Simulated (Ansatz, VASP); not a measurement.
Two plane-wave programs on Ir

```xyz
2
Lattice="2.8614 0.0000 0.0000 -1.4307 2.4781 0.0000 0.0000 0.0000 4.6408" Properties=species:S:1:pos:R:3 pbc="T T T"
Ir    1.4307    0.8260    3.4806
Ir    0.0000    1.6520    1.1602
```

Change from the starting cell: strain +0.040 along x and y, +0.040 along z, atoms carried along.

Alike in both runs: task single point; functional PBE; k mesh 18 × 18 × 12; occupations gaussian, width 0.15 eV; no spin polarisation.

```csv
,VASP,Ansatz
version,VASP 6.6.1,Ansatz 0.2.0
potentials or method,"VASP PAW PBE potentials, release 64 (Ir), cutoff 520 eV","scalar-relativistic, plane waves, PAW"
valence electrons in the cell,18,34
```

|  | VASP | Ansatz | Ansatz less VASP |
| --- | --- | --- | --- |
| gap on the k mesh at the Fermi level (eV) | none | none | - |
| pressure (GPa) | -30.3 | -30.6 | -0.28 |
| traceless stress, the component that is largest in VASP (GPa) | -0.53 | -0.54 | -0.010 |

A gap of «none» marks a metal or a gap that the smearing closes. Both programs put the cell under strong tension, so it lies far from rest at this level. VASP's potentials hold 18 valence electrons a cell and Ansatz's 34, so a difference there can come from the potentials and not from the codes.

Spin-orbit coupling is off throughout. Noted on VASP's run: the cell as given lies far from equilibrium.
